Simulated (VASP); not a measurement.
## Rb2PdO2: relaxation of cell and atoms with PBE+U

Rb2PdO2:

```
Rb O Pd
1.0
     0.00000    4.27627    0.00000
     4.27627    0.00000    0.00000
     2.13814    2.13814   -6.74698
Rb O Pd
2 2 1
Direct
  0.34510 0.34510 0.30980
  0.65490 0.65490 0.69020
  0.12730 0.12730 0.74540
  0.87270 0.87270 0.25460
  0.00000 0.00000 0.00000
```

```json
{
 "Program": "VASP 6.6.1",
 "Task": "relaxation of cell and atoms",
 "Functional": "PBE",
 "Potentials or basis": "VASP PAW PBE potentials, release 64 (Rb_sv, O, Pd)",
 "Cutoff": "600 eV",
 "k mesh": "5 × 5 × 5",
 "Occupations": "fermi-dirac, width 0.1 eV",
 "Spin": "no spin polarisation",
 "Hubbard terms": "Pd d U = 1.0 eV",
 "Dipole correction": "no",
 "Further INCAR settings": "ALGO = Normal; EDIFF = 1e-07; IBRION = 2; EDIFFG = -0.005; NSW = 60; ISIF = 3"
}
```

```yaml
Relaxed_volume: 24.67 Å³/atom
Relaxed_cell: a = 4.240 Å, b = 4.240 Å, c = 7.488 Å, α = 73.55°, β = 73.55°, γ = 90.00°
Space_group_after_relaxing_to_0.05_Å: I4/mmm (No. 139)
Energy_gained_by_relaxing: 129.0 meV/atom
Ionic_steps: 21
Pressure_after_relaxing: 0.0 GPa
Largest_force_after_relaxing: 0.004 eV/Å
Band_gap_on_the_k_mesh: zero (band 20 reaches 1.09 eV, above the bottom of band 21 at 0.95 eV)
```

Forces in eV/Å, atoms in the order of the input:
```
Rb   0.000  0.000 -0.004
Rb   0.000  0.000  0.004
O    0.000  0.000  0.004
O    0.000  0.000 -0.004
Pd   0.000  0.000  0.000
```

The path:
```csv
step,energy change (eV),largest force (eV/Å),pressure (GPa),volume (Å³)
1,0.0000,4.9465,6.77,123.38
2,1.0099,2.5952,-6.17,141.93
3,-0.5943,0.5417,-1.93,129.19
4,-0.6166,0.1497,-1.24,128.41
5,-0.6213,0.1672,-0.69,127.84
6,-0.6213,0.1394,-0.78,127.93
7,-0.6314,0.1188,-0.52,126.17
8,-0.6412,0.0731,0.10,122.49
9,-0.6412,0.0699,0.14,122.23
10,-0.6419,0.0583,-0.05,122.45
11,-0.6419,0.0649,-0.06,122.46
12,-0.6424,0.0600,-0.05,122.50
13,-0.6435,0.0448,-0.02,122.62
14,-0.6448,0.0129,0.04,122.86
15,-0.6449,0.0078,0.06,122.95
16,-0.6449,0.0070,0.03,123.08
17,-0.6449,0.0146,-0.04,123.39
18,-0.6449,0.0122,-0.02,123.31
19,-0.6449,0.0170,0.02,123.37
20,-0.6450,0.0054,0.00,123.34
21,-0.6450,0.0043,0.00,123.34
```

Final structure:
```cif
data_structure
_symmetry_space_group_name_H-M 'P 1'
_symmetry_Int_Tables_number 1
_cell_length_a 4.2399
_cell_length_b 4.2399
_cell_length_c 7.4876
_cell_angle_alpha 73.553
_cell_angle_beta 73.553
_cell_angle_gamma 90.000
_cell_volume 123.34
loop_
_atom_site_label
_atom_site_type_symbol
_atom_site_fract_x
_atom_site_fract_y
_atom_site_fract_z
_atom_site_occupancy
Rb1 Rb 0.34935 0.34935 0.30130 1
Rb2 Rb 0.65065 0.65065 0.69870 1
O1 O 0.13594 0.13594 0.72812 1
O2 O 0.86406 0.86406 0.27188 1
Pd1 Pd 0.00000 0.00000 0.00000 1
```

Levels at points of the mesh, in eV from the Fermi level:
| k point | band 18 | band 19 | band 20 | band 21 | band 22 | band 23 |
| --- | --- | --- | --- | --- | --- | --- |
| (0.00, 0.00, 0.00) | -1.92 | -1.29 | 0.09 | 0.09 | 2.89 | 4.83 |

Eigenvalues of the final occupation matrices:
```
    site  spin  trace               eigenvalues
site 5 d     1   4.22  0.77 0.77 0.82 0.93 0.93
site 5 d     2   4.22  0.77 0.77 0.82 0.93 0.93
```

Wall time 17 min on 1 thread of Oxide Virtual Turin-like Processor, with other jobs on the host, peak memory 0.29 GiB.

Caveat: U without spin polarisation on a metal has little footing.
